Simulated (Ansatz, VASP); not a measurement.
## Two plane-wave programs on B3N4

File INCAR:

```
SYSTEM = B3N4
  PREC = Accurate
  ENCUT = 520
  EDIFF = 1E-7
  ISMEAR = 0
  SIGMA = 0.05
  LREAL = .False.
  LASPH = .True.
  NELM = 60
  ALGO = Normal
  ISIF = 2
  LWAVE = .False.
  LCHARG = .True.
  LDIPOL = .True.
  IDIPOL = 3
  DIPOL = 0.5 0.5 0.312
  GGA = PE
  IVDW = 12
  LELF = .True.
  LVHAR = .True.
  LVACPOTAV = .True.
  NBANDS = 42
```

The input KPOINTS:

```
Automatic mesh
0
Gamma
  6 8 1
  0 0 0
```

The input POSCAR:

```
B3N4
1.0
    5.0107822389      0.0000000000      0.0000000000
   -1.2526955597      3.3759068817      0.0000000000
    0.0000000000      0.0000000000     23.4409409452
N B
8 6
Direct
    0.0225224603      0.0900898411      0.1706416141
    0.5225224603      0.0900898411      0.1706416141
    0.3069455752      0.2277823008      0.2610541488
    0.8069455752      0.2277823008      0.2610541488
    0.0866484587      0.3466275527      0.3533460338
    0.5866484587      0.3466275527      0.3533460338
    0.3437108248      0.6248772852      0.5051393190
    0.3437108248      0.6248772852      0.5520657629
    0.2842051402      0.1368205610      0.2007528062
    0.7842051402      0.1368205610      0.2007528062
    0.0673540684      0.2694189847      0.2895469474
    0.5673540684      0.2694189847      0.2895469474
    0.3437108248      0.3748772852      0.3814241487
    0.8437108248      0.3748772852      0.3814241487
```

Input for Ansatz:

```yaml
crystal:
  lattice:
    - [5.0107822389, 0.0, 0.0]
    - [-1.2526955597, 3.3759068817, 0.0]
    - [0.0, 0.0, 23.4409409452]
  atoms:
    - { symbol: "N", position: [0.0225224603, 0.0900898411, 0.1706416141] }
    - { symbol: "N", position: [0.5225224603, 0.0900898411, 0.1706416141] }
    - { symbol: B, position: [0.2842051402, 0.136820561, 0.2007528062] }
    - { symbol: B, position: [0.7842051402, 0.136820561, 0.2007528062] }
    - { symbol: "N", position: [0.3069455752, 0.2277823008, 0.2610541488] }
    - { symbol: "N", position: [0.8069455752, 0.2277823008, 0.2610541488] }
    - { symbol: B, position: [0.0673540684, 0.2694189847, 0.2895469474] }
    - { symbol: B, position: [0.5673540684, 0.2694189847, 0.2895469474] }
    - { symbol: "N", position: [0.0866484587, 0.3466275527, 0.3533460338] }
    - { symbol: "N", position: [0.5866484587, 0.3466275527, 0.3533460338] }
    - { symbol: B, position: [0.3437108248, 0.3748772852, 0.3814241487] }
    - { symbol: B, position: [0.8437108248, 0.3748772852, 0.3814241487] }
    - { symbol: "N", position: [0.3437108248, 0.6248772852, 0.505139319] }
    - { symbol: "N", position: [0.3437108248, 0.6248772852, 0.5520657629] }
basis:
  ecutwfc: 420
kpoints:
  mp_grid: { grid: [6, 8, 1] }
hamiltonian:
  xc: pbe
  pseudopotentials: { kind: paw, azcp: { folder: soft_1 } }
  dispersion: d3bj
scf:
  occupations: { method: gaussian, width: 0.05 }
output:
  forces: true
  eigenvalues: true
efield:
  axis: 3
  dipole_correction: true
  ramp_width: 0.04
```

Alike in both runs: task single point; functional PBE; dispersion D3(BJ); k mesh 6 × 8 × 1; occupations gaussian, width 0.05 eV; no spin polarisation.

|  | VASP | Ansatz |
| --- | --- | --- |
| version | VASP 6.6.1 | Ansatz 0.2.0 |
| potentials or method | VASP PAW PBE potentials, release 64 (N, B), cutoff 520 eV | scalar-relativistic, plane waves, PAW |
| valence electrons in the cell | 58 | 58 |

Ansatz gave:

```
gap on the k mesh at the Fermi level (eV)  : none
rms of the force components (eV/Å)         : 1.091
work function, face that differs most (eV) : 4.83
```

Question: What did VASP give for the same quantities?

Answer: gap on the k mesh at the Fermi level (eV): none; rms of the force components (eV/Å): 1.192; work function, face that differs most (eV): 4.83.

A gap of «none» marks a metal or a gap that the smearing closes. Ansatz's warnings: vacuum below fermi.

Noted on VASP's run: the standard files for N, O and F lose accuracy on very short bonds.
